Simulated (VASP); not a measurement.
Wanted: the native input for a VASP 6.6.1 run.

| Property | Result |
| --- | --- |
| Task | single point |
| Functional | PBE |
| Potentials or basis | VASP PAW PBE potentials, release 64 (Al) |
| Cutoff | 520 eV |
| k mesh | 13 × 13 × 13 |
| Occupations | fermi-dirac, width 0.1 eV |
| Spin | no spin polarisation |
| Dipole correction | no |
| Further INCAR settings | ALGO = Normal; EDIFF = 1e-07; NBANDS = 8 |

The structure of Al lies in POSCAR:

```
Al
1.0
    2.6082946252      0.0000000000      0.0000000000
    0.0000000000      2.6082946252      0.0000000000
    0.0000000000      0.0000000000      2.6082946252
Al
1
Direct
    0.0000000000      0.0000000000      0.0000000000
```

This cell differs from its parent crystal: volume scaled by 0.88.

These files were run (other wordings do the same):

INCAR

```
SYSTEM = Al
ALGO = Normal
EDIFF = 1E-7
ENCUT = 520
GGA = PE
ISIF = 2
ISMEAR = -1
LASPH = .True.
LCHARG = .True.
LELF = .True.
LREAL = .False.
LVHAR = .True.
LWAVE = .False.
NBANDS = 8
NELM = 80
PREC = Accurate
SIGMA = 0.1
```

KPOINTS

```
k-points
0
Gamma
  13 13 13
  0 0 0
```

Potentials or basis: VASP PAW PBE potentials, release 64 (Al).

Run with:

```bash
$ cat potpaw_PBE.64/Al/POTCAR > POTCAR
$ mpirun -np 1 vasp_std > vasp.out
```

Results of the run:

- Pressure: 9.6 GPa

Run time: 4.6 s on 1 thread of Intel(R) Xeon(R) 6975P-C (Granite Rapids) (shared host), peak memory 0.12 GiB.
